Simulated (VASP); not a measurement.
# Zn (P6_3/mmc) in VASP: further runs

Zn is run at these levels: PBE; tasks: single point.

Program: VASP 6.6.1. These are calculated values, not measurements. Logs are shortened: lines on timing, memory, paths and dates and some standing lists are left out, and cuts for length are marked.

### Step 1. The cell of the first run

It takes space group P6_3/mmc (No. 194, hexagonal). Conventional cell: a = 3.178 Å, b = 3.178 Å, c = 5.038 Å, α = 90.00°, β = 90.00°, γ = 120.00°. Zn (site symmetry -6m2) has 12 Zn at 3.12 to 3.18 Å within 4.1 Å.

### Step 2. Single point, PBE (Hg replaced by Zn, lengths x 0.955, strained)

File INCAR:

```
SYSTEM = Zn
  ALGO = Normal
  EDIFF = 1E-7
  ENCUT = 520
  GGA = PE
  ISIF = 2
  ISMEAR = 0
  LASPH = .TRUE.
  LCHARG = .TRUE.
  LELF = .TRUE.
  LREAL = .FALSE.
  LVHAR = .TRUE.
  LWAVE = .FALSE.
  NBANDS = 19
  NELM = 60
  PREC = Accurate
  SIGMA = 0.1
```

File KPOINTS:

```
k-points
0
G
  6 6 4
  0 0 0
```

File POSCAR:

```
Zn
1.0
    3.1783566652      0.0000000000      0.0000000000
   -1.5891783326      2.7525376143      0.0000000000
    0.0000000000      0.0000000000      5.0382278268
Zn
2
Direct
    0.6666666700      0.3333333300      0.7500000000
    0.3333333300      0.6666666700      0.2500000000
```

Potentials or basis: VASP PAW PBE potentials, release 64 (Zn).

Run with:

```bash
cat potpaw_PBE.64/Zn/POTCAR > POTCAR
mpirun -np 1 vasp_std > vasp.out
```

OUTCAR:

```text
SYSTEM = Zn
   EDIFF = 1E-7
   ENCUT = 520
   GGA = PE
   ISIF = 2
   ISMEAR = 0
   LASPH = .TRUE.
   LREAL = .FALSE.
   NELM = 60
   PREC = Accurate

 ion  position               nearest neighbor table
   1  0.667  0.333  0.750-
   2  0.333  0.667  0.250-

  LATTYP: Found a hexagonal cell.
 ALAT       =     3.1783566652
 C/A-ratio  =     1.5851675433

  Lattice vectors:

 A1 = (   3.1783566652,   0.0000000000,   0.0000000000)
 A2 = (  -1.5891783326,   2.7525376143,   0.0000000000)
 A3 = (   0.0000000000,   0.0000000000,   5.0382278268)

Analysis of symmetry for initial positions (statically):
=====================================================================
 Subroutine PRICEL returns:
 Original cell was already a primitive cell.

 Routine SETGRP: Setting up the symmetry group for a
 hexagonal supercell.

 Subroutine GETGRP returns: Found 24 space group operations
 (whereof 12 operations were pure point group operations)
 out of a pool of 24 trial point group operations.

The static configuration has the point symmetry D_3d.
 The point group associated with its full space group is D_6h.

Analysis of symmetry for dynamics (positions and initial velocities):
=====================================================================
 Subroutine PRICEL returns:
 Original cell was already a primitive cell.

 Routine SETGRP: Setting up the symmetry group for a
 hexagonal supercell.

 Subroutine GETGRP returns: Found 24 space group operations
 (whereof 12 operations were pure point group operations)
 out of a pool of 24 trial point group operations.

The dynamic configuration has the point symmetry D_3d.
 The point group associated with its full space group is D_6h.

 Subroutine INISYM returns: Found 24 space group operations
 (whereof 12 operations are pure point group operations),
 and found     1 'primitive' translations

----------------------------------------------------------------------------------------

                                     Primitive cell

  volume of cell :      44.0772

  direct lattice vectors                    reciprocal lattice vectors
     3.178356665  0.000000000  0.000000000     0.314628000  0.181650560  0.000000000
    -1.589178333  2.752537614  0.000000000     0.000000000  0.363301121  0.000000000
     0.000000000  0.000000000  5.038227827     0.000000000  0.000000000  0.198482489

  length of vectors
     3.178356665  3.178356665  5.038227827     0.363301121  0.363301121  0.198482489

  position of ions in fractional coordinates (direct lattice)
     0.666666670  0.333333330  0.750000000
     0.333333330  0.666666670  0.250000000

  ion indices of the primitive-cell ions
   primitive index   ion index
                 1           1
                 2           2

----------------------------------------------------------------------------------------

 KPOINTS: k-points

Automatic generation of k-mesh.
 Grid dimensions read from file:
 generate k-points for:    6    6    4

 Generating k-lattice:

  Cartesian coordinates                     Fractional coordinates (reciprocal lattice)
     0.052438000  0.030275093  0.000000000     0.166666667  0.000000000  0.000000000
     0.000000000  0.060550187  0.000000000     0.000000000  0.166666667  0.000000000
     0.000000000  0.000000000  0.049620622     0.000000000  0.000000000  0.250000000

  Length of vectors
     0.060550187  0.060550187  0.049620622

  Shift w.r.t. Gamma in fractional coordinates (k-lattice)
     0.000000000  0.000000000  0.000000000

 Subroutine IBZKPT returns following result:
 ===========================================

 Found     21 irreducible k-points:

 Following reciprocal coordinates:
            Coordinates               Weight
  0.000000  0.000000  0.000000      1.000000
  0.166667  0.000000  0.000000      6.000000
  0.333333 -0.000000  0.000000      6.000000
  0.500000  0.000000  0.000000      3.000000
  0.166667  0.166667  0.000000      6.000000
  0.333333  0.166667  0.000000     12.000000
[... 13 lines left out ...]
  0.333333  0.166667  0.500000     12.000000
  0.333333  0.333333  0.500000      2.000000
   k-points           NKPTS =     21   k-points in BZ     NKDIM =     21   number of bands    NBANDS=     19
   number of dos      NEDOS =    301   number of ions     NIONS =      2
   total plane-waves  NPLWV =  23040
   dimension x,y,z NGX =    24 NGY =   24 NGZ =   40
   dimension x,y,z NGXF=    48 NGYF=   48 NGZF=   80
   ions per type =               2
   NGX,Y,Z   is equivalent  to a cutoff of  12.55, 12.55, 13.20 a.u.
   NGXF,Y,Z  is equivalent  to a cutoff of  25.11, 25.11, 26.40 a.u.
 SYSTEM =  Zn
   PREC   = accura    normal or accurate (medium, high low for compatibility)
   ISTART =      0    job   : 0-new  1-cont  2-samecut
   ICHARG =      2    charge: 1-file 2-atom 10-const
   ISPIN  =      1    spin polarized calculation?
   LNONCOLLINEAR =      F non collinear calculations
   LSORBIT =      F    spin-orbit coupling
   LASPH  =      T    aspherical Exc in radial PAW
   ENCUT  =  520.0 eV  38.22 Ry    6.18 a.u.   5.91  5.91  9.37*2*pi/ulx,y,z
   NELM   =     60;   NELMIN=  2; NELMDL= -5     # of ELM steps
   EDIFF  = 0.1E-06   stopping-criterion for ELM
   LREAL  =      F    real-space projection
   EDIFFG = 0.1E-05   stopping-criterion for IOM
   NSW    =      0    number of steps for IOM
   IBRION =     -1    ionic relax: 0-MD 1-quasi-New 2-CG
   NFREE  =      0    steps in history (QN), initial steepest desc. (CG)
   ISIF   =      2    stress and relaxation
   ISYM   =      2    0-nonsym 1-usesym 2-fastsym
   POTIM  = 0.5000    time-step for ionic-motion
   TEBEG  =    0.0;   TEEND  =   0.0 temperature during run
   PSTRESS=    0.0 pullay stress
   NELECT =      24.0000    total number of electrons
   NUPDOWN=      -1.0000    fix difference up-down
   EMIN   =  10.00;   EMAX   =-10.00  energy-range for DOS
   EFERMI =   0.00;   METHOD = LEGACY
   ISMEAR =     0;   SIGMA  =   0.10  broadening in eV -4-tet -1-fermi 0-gaus
   EFERMI_NEDOS =   21; number of points for ismear=-14 and -15
   IALGO  =     38    algorithm
   IMIX   =      4    mixing-type and parameters
     AMIX     =   0.40;   BMIX     =  1.00
     AMIX_MAG =   1.60;   BMIX_MAG =  1.00
  volume/ion in A,a.u.               =      22.04       148.72
  Fermi-wavevector in a.u.,A,eV,Ry     =   1.336823  2.526230 24.314925  1.787097
  Thomas-Fermi vector in A             =   2.465420
   LORBIT       =      0    0 simple, 1 ext, 2 COOP (PROOUT), +10 PAW based schemes
   GGA     = PE    functional components
   LHFCALC =     F    Hartree Fock is set to
   AEXX    =    0.0000 exact exchange contribution
   IVDW    =     0    specifies the selected vdW correction
   LEPSILON=     F    determine dielectric tensor
   LRPA    =     F    only Hartree local field effects (RPA)
 non-spin polarized calculation
 Gauss-broadening in eV      SIGMA  =   0.10
  energy-cutoff  :      520.00
  volume of cell :       44.08
 maximum number of plane-waves:      1200
 NGX is ok and might be reduce to    24
   NGX = 11   NGY = 11   NGZ = 19

 number of electron      23.9999997 magnetization

 Free energy of the ion-electron system (eV)
  ---------------------------------------------------
  ext. energy  EPLUGINS =         0.00000000
  ---------------------------------------------------
  free energy    TOTEN  =        -1.48163490 eV

  energy without entropy =       -1.47766451  energy(sigma->0) =       -1.47964971

 E-fermi :   0.7936     XC(G=0):  -9.7394

 val. band max:        0.7754940786   @ k =   0.1667   0.1667   0.0000
 cond. band min:       0.9281218155   @ k =   0.3333   0.3333   0.0000
 fundamental gap:      0.1526277369
 Fermi energy:         0.7936031604

 k-point     1 :       0.0000    0.0000    0.0000
  band No.  band energies     occupation
      1      -6.8972      2.00000
      2      -6.2815      2.00000
      3      -5.9934      2.00000
      4      -5.9934      2.00000
      5      -5.9846      2.00000
      6      -5.9505      2.00000
[... 11 lines left out ...]
     18      15.3456      0.00000
     19      15.3609      0.00000

 k-point     2 :       0.1667    0.0000    0.0000
  band No.  band energies     occupation
      1      -6.3888      2.00000
      2      -6.2087      2.00000
      3      -6.0342      2.00000
      4      -5.9649      2.00000
      5      -5.9540      2.00000
      6      -5.9427      2.00000
[... 11 lines left out ...]
     18      13.4983      0.00000
     19      14.2695      0.00000

 k-point     3 :       0.3333   -0.0000    0.0000
  band No.  band energies     occupation
      1      -6.2396      2.00000
      2      -6.1627      2.00000
      3      -6.1200      2.00000
      4      -6.0015      2.00000
      5      -5.9272      2.00000
      6      -5.8800      2.00000
[... 11 lines left out ...]
     18      11.0840      0.00000
     19      12.9238      0.00000

 k-point     4 :       0.5000    0.0000    0.0000
  band No.  band energies     occupation
      1      -6.2856      2.00000
      2      -6.1985      2.00000
      3      -6.1902      2.00000
      4      -6.0282      2.00000
      5      -5.9070      2.00000
      6      -5.8840      2.00000
[... 11 lines left out ...]
     18      10.5735      0.00000
     19      12.3199      0.00000

 k-point     5 :       0.1667    0.1667    0.0000
  band No.  band energies     occupation
      1      -6.1437      2.00000
      2      -6.1323      2.00000
      3      -6.0704      2.00000
      4      -5.9965      2.00000
      5      -5.9583      2.00000
      6      -5.9436      2.00000
[... 11 lines left out ...]
     18      11.0017      0.00000
     19      12.8671      0.00000

 k-point     6 :       0.3333    0.1667    0.0000
  band No.  band energies     occupation
      1      -6.1969      2.00000
      2      -6.1858      2.00000
      3      -6.1207      2.00000
      4      -6.0189      2.00000
      5      -5.9156      2.00000
      6      -5.8985      2.00000
[... 11 lines left out ...]
     18       9.5239      0.00000
     19      11.2221      0.00000

 k-point     7 :       0.3333    0.3333    0.0000
  band No.  band energies     occupation
      1      -6.2123      2.00000
      2      -6.0831      2.00000
      3      -6.0831      2.00000
      4      -5.9872      2.00000
      5      -5.9792      2.00000
      6      -5.9792      2.00000
[... 11 lines left out ...]
     18       5.9833      0.00000
     19       8.9106      0.00000

 k-point     8 :       0.0000    0.0000    0.2500
  band No.  band energies     occupation
      1      -6.5277      2.00000
      2      -6.2474      2.00000
      3      -6.0172      2.00000
      4      -6.0172      2.00000
      5      -5.9915      2.00000
      6      -5.9747      2.00000
[... 190 lines left out ...]
 k-point    17 :       0.3333   -0.0000    0.5000
  band No.  band energies     occupation
      1      -6.2007      2.00000
      2      -6.2007      2.00000
      3      -6.0992      2.00000
      4      -6.0992      2.00000
      5      -5.8736      2.00000
      6      -5.8736      2.00000
[... 11 lines left out ...]
     18       9.6501      0.00000
     19      12.2643      0.00000

 k-point    18 :       0.5000    0.0000    0.5000
  band No.  band energies     occupation
      1      -6.2556      2.00000
      2      -6.2556      2.00000
      3      -6.1419      2.00000
      4      -6.1419      2.00000
      5      -5.8611      2.00000
      6      -5.8611      2.00000
[... 11 lines left out ...]
     18      10.2476      0.00000
     19      12.2110      0.00000

 k-point    19 :       0.1667    0.1667    0.5000
  band No.  band energies     occupation
      1      -6.1401      2.00000
      2      -6.1401      2.00000
      3      -6.0110      2.00000
      4      -6.0110      2.00000
      5      -5.9544      2.00000
      6      -5.9544      2.00000
[... 11 lines left out ...]
     18       8.8916      0.00000
     19      15.9164      0.00000

 k-point    20 :       0.3333    0.1667    0.5000
  band No.  band energies     occupation
      1      -6.1907      2.00000
      2      -6.1907      2.00000
      3      -6.0793      2.00000
      4      -6.0793      2.00000
      5      -5.8997      2.00000
      6      -5.8997      2.00000
[... 11 lines left out ...]
     18      10.5625      0.00000
     19      14.8649      0.00000

 k-point    21 :       0.3333    0.3333    0.5000
  band No.  band energies     occupation
      1      -6.1456      2.00000
      2      -6.1456      2.00000
      3      -6.0214      2.00000
      4      -6.0214      2.00000
      5      -5.9312      2.00000
      6      -5.9312      2.00000
[... 11 lines left out ...]
     18      11.7290      0.00000
     19      14.9064      0.00000

------------------------ aborting loop because EDIFF is reached ----------------------------------------

  FORCE on cell =-STRESS in cart. coord.  units (eV):
  Direction    XX          YY          ZZ          XY          YZ          ZX
  --------------------------------------------------------------------------------------
  -------------------------------------------------------------------------------------
  Total       -2.3272850     -2.3272850     -1.7358969      0.0000000      0.0000000      0.0000000
  in kB      -84.5953435    -84.5953435    -63.0987600      0.0000000      0.0000000      0.0000000
  external PRESSURE =     -77.4298156 kB  Pullay stress =       0.0000000 kB

 VOLUME and BASIS-vectors are now :
 -----------------------------------------------------------------------------
  energy-cutoff  :      520.00
  volume of cell :       44.08
      direct lattice vectors                 reciprocal lattice vectors
     3.178356665  0.000000000  0.000000000     0.314628000  0.181650560  0.000000000
    -1.589178333  2.752537614  0.000000000     0.000000000  0.363301121  0.000000000
     0.000000000  0.000000000  5.038227827     0.000000000  0.000000000  0.198482489

 POSITION                                       TOTAL-FORCE (eV/Angst)
 -----------------------------------------------------------------------------------
      1.58918      0.91751      3.77867        -0.000000      0.000000      0.000000
     -0.00000      1.83503      1.25956         0.000000     -0.000000      0.000000
 -----------------------------------------------------------------------------------
    total drift:                               -0.000001      0.000001     -0.000000

  FREE ENERGIE OF THE ION-ELECTRON SYSTEM (eV)
  ---------------------------------------------------
  free  energy   TOTEN  =        -1.4816349031 eV

  energy  without entropy=       -1.4776645127  energy(sigma->0) =       -1.47964971
```

It took 5.1 s on 1 thread of Intel Xeon 6975P-C (Granite Rapids), shared host; peak memory 0.15 GiB.

Results:

```
Free energy            : -1.4816 eV
Pressure               : -7.7 GPa
Band gap on the k mesh : zero (bands 12 and 13 overlap by 1.74 eV)
```

Levels at points of the mesh, in eV from the Fermi level:
```
           k point  band 8  band 9  band 10  band 11  band 12  band 13  band 14  band 15  band 16  band 17
(0.00, 0.00, 0.00)   -6.70   -6.70    -6.50    -6.50    -1.40    -1.30    10.96    10.96    12.78    12.78
(0.50, 0.00, 0.00)   -6.50   -6.48    -6.46    -2.57    -2.15     3.19     3.19     3.35     5.31     6.56
(0.00, 0.00, 0.50)   -6.56   -6.56    -6.56    -6.03    -6.03     6.24     6.24    12.12    12.12    12.12
(0.50, 0.00, 0.50)   -6.49   -6.48    -6.48    -1.19    -1.19    -0.50    -0.50     8.25     8.25     9.45
```

Caveat: the k points lie up to 0.38 Å⁻¹ apart, too coarse for converged energies and pressures of a metal; the cell differs from its parent crystal (Hg replaced by Zn, lengths x 0.955, strained).

### Step 3. Single point, PBE (Hg replaced by Zn, lengths x 0.955, strained)

File INCAR:

```
ALGO = Normal
EDIFF = 1E-7
ENCUT = 520
GGA = PE
ISIF = 2
ISMEAR = 0
LASPH = T
LCHARG = F
LREAL = F
LWAVE = F
NBANDS = 19
NELM = 60
PREC = Accurate
SIGMA = 0.1
```

File KPOINTS:

```
k-points
0
Gamma
  15 15 8
```

POSCAR is that of step 2.

Potentials or basis: VASP PAW PBE potentials, release 64 (Zn).

Run with:

```bash
cat potpaw_PBE.64/Zn/POTCAR > POTCAR
mpirun -np 1 vasp_std > vasp.out
```

Wall time 21 s (1 thread of Intel Xeon 6975P-C (Granite Rapids), shared host); peak memory 0.22 GiB.

Results (log left out):

| Quantity | Value |
| --- | --- |
| Free energy | -1.5738 eV |
| Pressure | -8.7 GPa |
| Band gap on the k mesh | zero (bands 12 and 13 overlap by 2.27 eV) |

Stress tensor (GPa, compression positive):
```
-8.50  0.00  0.00
 0.00 -8.50  0.00
 0.00  0.00 -9.09
```

Levels at points of the mesh, in eV from the Fermi level:
```csv
k point,band 10,band 11,band 12,band 13,band 14,band 15
"(0.00, 0.00, 0.00)",-6.60,-6.60,-1.49,-1.38,10.88,10.88
"(0.00, 0.00, 0.50)",-6.66,-6.11,-6.11,6.16,6.16,12.04
```

Caveat: the cell differs from its parent crystal (Hg replaced by Zn, lengths x 0.955, strained); the cell stands under tension.

The gap in the log of VASP goes by the Fermi energy; the results here count the filled bands.